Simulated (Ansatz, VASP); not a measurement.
Two plane-wave programs on Cd

```
Cd
1.0
    -1.76833    1.76833    1.76833
     1.76833   -1.76833    1.76833
     1.76833    1.76833   -1.76833
Cd
1
Direct
  0.00000 0.00000 0.00000
```

Alike in both runs: task single point; functional r2SCAN; k mesh 14 × 14 × 14; occupations fermi-dirac, width 0.1 eV; no spin polarisation.

```csv
,VASP,Ansatz
version,VASP 6.6.1,Ansatz 0.2.0
potentials or method,"VASP PAW PBE potentials, release 64 (Cd), cutoff 520 eV","plane waves (500 eV) with PAW, scalar-relativistic"
valence electrons in the cell,12,20
```

|  | VASP | Ansatz | Ansatz less VASP |
| --- | --- | --- | --- |
| pressure (GPa) | 0.2 | -0.1 | -0.25 |

VASP's potentials were made for PBE, not for r2SCAN. VASP's potentials hold 12 valence electrons a cell and Ansatz's 20, so a difference there can come from the potentials and not from the codes.
